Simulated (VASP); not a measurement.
The system is Al.

```xyz
1
Lattice="-1.5587 1.5587 1.5587 1.5587 -1.5587 1.5587 1.5587 1.5587 -1.5587" Properties=species:S:1:pos:R:3 pbc="T T T"
Al    0.0000    0.0000    0.0000
```

Base run:

| Item | Value |
| --- | --- |
| Program | VASP 6.6.1 |
| Functional | r2SCAN |
| Potentials or basis | VASP PAW PBE potentials, release 64 (Al) |
| Cutoff | 520 eV |
| k mesh | 12 × 12 × 12 |
| Occupations | fermi-dirac, width 0.05 eV |
| Spin | no spin polarisation |

Its results: pressure 6.0 GPa.

Problem. The run is repeated on the same cell with these changes: functional from r2SCAN to PBEsol. What comes out?

Solution. Pressure 8.1 GPa.

Caveats: the PAW data sets were made with another functional, which shifts forces and pressure a little.
